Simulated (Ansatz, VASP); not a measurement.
# Two plane-wave programs on As

Contents of INCAR:

```
SYSTEM = As
ALGO = Normal ; DIPOL = 0.5 0.5 0.624
EDIFF = 1E-6 ; ENCUT = 400
GGA = PE ; GGA_COMPAT = .False.
IDIPOL = 3 ; ISIF = 2
ISMEAR = 0 ; IVDW = 12
LASPH = .True. ; LCHARG = .True.
LDIPOL = .True. ; LELF = .True.
LREAL = .False. ; LVACPOTAV = .True.
LVHAR = .True. ; LWAVE = .False.
NBANDS = 12 ; NELM = 120
NELMDL = -8 ; PREC = Accurate
SIGMA = 0.04
```

File KPOINTS:

```
k-points
0
Gamma
  12 12 1
  0 0 0
```

The input POSCAR:

```
As
1.0
    3.6093869210      0.0000000000      0.0000000000
   -1.8046934605      3.1258207657      0.0000000000
    0.0000000000      0.0000000000     22.5000000000
As
2
Direct
    0.3333333333      0.6666666667      0.5937970551
    0.0000000000      0.0000000000      0.6551642066
```

Input for Ansatz:

```yaml
crystal:
  lattice:
    - [3.609386921, 0.0, 0.0]
    - [-1.8046934605, 3.1258207657, 0.0]
    - [0.0, 0.0, 22.5]
  atoms:
    - { symbol: As, position: [0.3333333333, 0.6666666667, 0.5937970551] }
    - { symbol: As, position: [0.0, 0.0, 0.6551642066] }
basis:
  ecutwfc: 420
kpoints:
  mp_grid: { grid: [12, 12, 1] }
hamiltonian:
  xc: pbe
  dispersion: d3bj
scf:
  occupations: { method: gaussian, width: 0.04 }
  n_extra_bands: 6
  max_iter: 160
output:
  forces: true
  eigenvalues: true
efield:
  axis: 3
  dipole_correction: true
```

Alike in both runs: task single point; functional PBE; dispersion D3(BJ); k mesh 12 × 12 × 1; occupations gaussian, width 0.04 eV; no spin polarisation.

```csv
,VASP,Ansatz
version,VASP 6.6.1,Ansatz 0.2.0
potentials or method,"VASP PAW PBE potentials, release 64 (As), cutoff 400 eV","scalar-relativistic, plane waves, PAW"
valence electrons in the cell,10,30
```

Ansatz gave:

| Item | Value |
| --- | --- |
| gap on the k mesh at the Fermi level (eV) | 1.68 |
| least direct gap on the mesh (eV) | 1.96 |
| rms of the force components (eV/Å) | 0.051 |

Q: What did VASP give for the same quantities?

A: gap on the k mesh at the Fermi level (eV): 1.68; least direct gap on the mesh (eV): 1.95; rms of the force components (eV/Å): 0.102.

Atom by atom the forces differ by 0.051 eV/Å (rms over components). VASP's potentials hold 10 valence electrons a cell and Ansatz's 30, so a difference there can come from the potentials and not from the codes.
